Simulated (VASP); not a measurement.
A run of VASP 6.6.1 is set up as follows.

The input INCAR:

```
SYSTEM = SiC
ALGO = Normal
EDIFF = 1E-7
ENCUT = 520
GGA = PE
ISIF = 2
ISMEAR = -1
LASPH = .TRUE.
LCHARG = .FALSE.
LREAL = .FALSE.
LWAVE = .FALSE.
NBANDS = 11
NELM = 60
PREC = Accurate
SIGMA = 0.02
```

KPOINTS

```
k-points
0
G
  10 10 10
  0 0 0
```

POSCAR

```
SiC
1.0
   -0.0845084311      2.0935439166      2.0935439166
    2.0935439166     -0.0845084311      2.0935439166
    2.0935439166      2.0935439166     -0.0845084311
Si C
1 1
Direct
   -0.0026072750     -0.0026072750     -0.0026072750
    0.2526072750      0.2526072750      0.2526072750
```

Potentials or basis: VASP PAW PBE potentials, release 64 (Si, C).

Launch:

```sh
$ cat potpaw_PBE.64/Si/POTCAR potpaw_PBE.64/C/POTCAR > POTCAR
$ mpirun -np 1 vasp_std > vasp.out
```

Q: Predict the pressure.

A: 19.0 GPa.

Q: What does it give for the largest force?

A: 0.068 eV/Å.

Q: What does it give for the band gap on the k mesh?

A: 0.77 eV, indirect (least direct gap 4.09 eV).

Forces in eV/Å, atoms in the order of the input:
```
Si  -0.039 -0.039 -0.039
C    0.039  0.039  0.039
```

Caveat: the cell differs from its parent crystal (strain along [111] -5.8%). A k mesh can miss the band edges.
